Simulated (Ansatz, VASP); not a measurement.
## Two plane-wave programs on S3N2O

```
CELL_PARAMETERS angstrom
5.62627 0.00000 0.00000
-2.81314 4.87249 0.00000
0.00000 0.00000 2.80036
ATOMIC_POSITIONS crystal
S 0.50000 0.00000 0.50000
S 0.50000 0.50000 0.50000
S 0.00000 0.50000 0.50000
N 0.33333 0.66667 0.00000
N 0.66667 0.33333 0.00000
O 0.00000 0.00000 0.00000
```

Alike in both runs: functional PBE; k mesh 3 × 3 × 6; occupations gaussian, width 0.1 eV; collinear spin.

Ansatz relaxed the structure, and its values are those at the end. VASP's run is a single point on that final structure, the one shown.

|  | VASP | Ansatz |
| --- | --- | --- |
| version | VASP 6.6.1 | Ansatz 0.2.0 |
| potentials or method | VASP PAW PBE potentials, release 64 (S, N, O), cutoff 520 eV | scalar-relativistic, plane waves, PAW |
| valence electrons in the cell | 34 | 34 |

VASP gave:

| Quantity | Value |
| --- | --- |
| gap on the k mesh at the Fermi level (eV) | none |
| pressure (GPa) | -1.1 |
| net moment per atom (μB) | 0.05 |
| size of the moment on the site where the two differ most (μB) | 0.20 |

Task: Which values does Ansatz return?

Result: gap on the k mesh at the Fermi level (eV): none; pressure (GPa): -0.3; net moment per atom (μB): 0.27; size of the moment on the site where the two differ most (μB): 1.51.

The net moments are unlike, so the other rows may belong to different states. Site moments also hang on the region over which each program counts them. A gap of «none» marks a metal or a gap that the smearing closes.

The k mesh is coarse, so the values compare programs but aren't converged.
